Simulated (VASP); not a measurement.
Mg2Sn: single point with HSE06

Crystal: Mg2Sn.

```
CELL_PARAMETERS angstrom
0.00000 3.44753 3.44753
3.44753 0.00000 3.44753
3.44753 3.44753 0.00000
ATOMIC_POSITIONS crystal
Sn 0.00000 0.00000 0.00000
Mg 0.25000 0.25000 0.25000
Mg 0.75000 0.75000 0.75000
```

This cell differs from its parent crystal: strain +2.0%.

```json
{
 "Program": "VASP 6.6.1",
 "Task": "single point",
 "Functional": "HSE06",
 "Potentials or basis": "VASP PAW PBE potentials, release 64 (Sn_d, Mg)",
 "Cutoff": "520 eV",
 "k mesh": "4 × 4 × 4",
 "Occupations": "fermi-dirac, width 0.02 eV",
 "Spin": "no spin polarisation",
 "Dipole correction": "no",
 "Grid for exact exchange (PRECFOCK)": "Normal",
 "Further INCAR settings": "ALGO = Normal; EDIFF = 1e-06; NBANDS = 16",
 "Share of exact exchange": "0.25",
 "Screening parameter": "0.2079 1/Å"
}
```

The pressure is -2.5 GPa.

Levels at points of the mesh, in eV from the Fermi level:
| k point | band 5 | band 6 | band 7 | band 8 | band 9 | band 10 | band 11 | band 12 | band 13 | band 14 |
| --- | --- | --- | --- | --- | --- | --- | --- | --- | --- | --- |
| (0.00, 0.00, 0.00) | -22.96 | -9.87 | -0.02 | -0.02 | -0.02 | 1.67 | 2.46 | 2.46 | 2.46 | 4.34 |
| (0.50, 0.00, 0.00) | -22.96 | -8.51 | -5.16 | -0.91 | -0.91 | 0.87 | 2.58 | 2.58 | 4.39 | 7.44 |
| (0.50, 0.50, 0.00) | -22.96 | -7.96 | -4.95 | -2.26 | -2.26 | 0.02 | 0.52 | 7.73 | 7.73 | 8.08 |

Run time: 5.7 min on 1 thread of Intel(R) Xeon(R) 6975P-C (Granite Rapids) (shared host), peak memory 0.32 GiB.

Caveat: the k points lie up to 0.39 Å⁻¹ apart; the cell differs from its parent crystal (strain +2.0%); the structure was generated, so it needn't be the stable form of Mg2Sn; the PAW data sets were made with another functional, which shifts forces and pressure a little; spin-orbit coupling is left out, which moves the levels of the heavy elements.
